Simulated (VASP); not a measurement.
Wanted: the native input for a VASP 6.6.1 run.

```
Task                   : single point
Functional             : PBEsol
Potentials or basis    : VASP PAW PBE potentials, release 64 (Ti_sv, O_h)
Cutoff                 : 1340 eV
k mesh                 : 6 × 6 × 9
Occupations            : fermi-dirac, width 0.05 eV
Spin                   : no spin polarisation
Hubbard terms          : Ti d U = 3.0 eV
Dipole correction      : no
Further INCAR settings : ALGO = Normal; EDIFF = 1e-06; NBANDS = 33
```

The structure of TiO2 lies in POSCAR:

```
TiO2
1.0
    4.5908682285      0.0000000000      0.0000000000
    0.0000000000      4.5908682285      0.0000000000
    0.0000000000      0.0000000000      2.9692150486
Ti O
2 4
Direct
    0.0000000000      0.0000000000      0.5000000000
    0.5000000000      0.5000000000      0.0000000000
    0.3049150215      0.3049150215      0.5000000000
    0.1950849785      0.8049150215      0.0000000000
    0.8049150215      0.1950849785      0.0000000000
    0.6950849785      0.6950849785      0.5000000000
```

One way to write it, as run:

INCAR

```
SYSTEM = TiO2
PREC = Accurate ; ENCUT = 1340
EDIFF = 1E-6 ; ISMEAR = -1
SIGMA = 0.05 ; LREAL = .FALSE.
LASPH = .TRUE. ; NELM = 200
ALGO = Normal ; ISIF = 2
LWAVE = .FALSE. ; LCHARG = .FALSE.
LMAXMIX = 4 ; LDAU = .TRUE.
LDAUTYPE = 2 ; LDAUL = 2 -1
LDAUU = 3 0 ; LDAUJ = 0 0
LDAUPRINT = 1 ; GGA = PS
NBANDS = 33 ; GGA_COMPAT = .FALSE.
```

KPOINTS

```
Automatic mesh
0
G
  6 6 9
  0 0 0
```

Potentials or basis: VASP PAW PBE potentials, release 64 (Ti_sv, O_h).

Launch:

```console
$ cat potpaw_PBE.64/Ti_sv/POTCAR potpaw_PBE.64/O_h/POTCAR > POTCAR
$ mpirun -np 1 vasp_std > vasp.out
```

It gave:

```
Pressure               : 3.5 GPa
Largest force          : 0.109 eV/Å
Band gap on the k mesh : 2.20 eV
```

Caveat: the cell stands under pressure; the PAW data sets were made with another functional, which shifts forces and pressure a little.

It took 2.7 min on 1 thread of Intel(R) Xeon(R) 6975P-C (Granite Rapids), with other jobs on the host, peak memory 0.56 GiB.
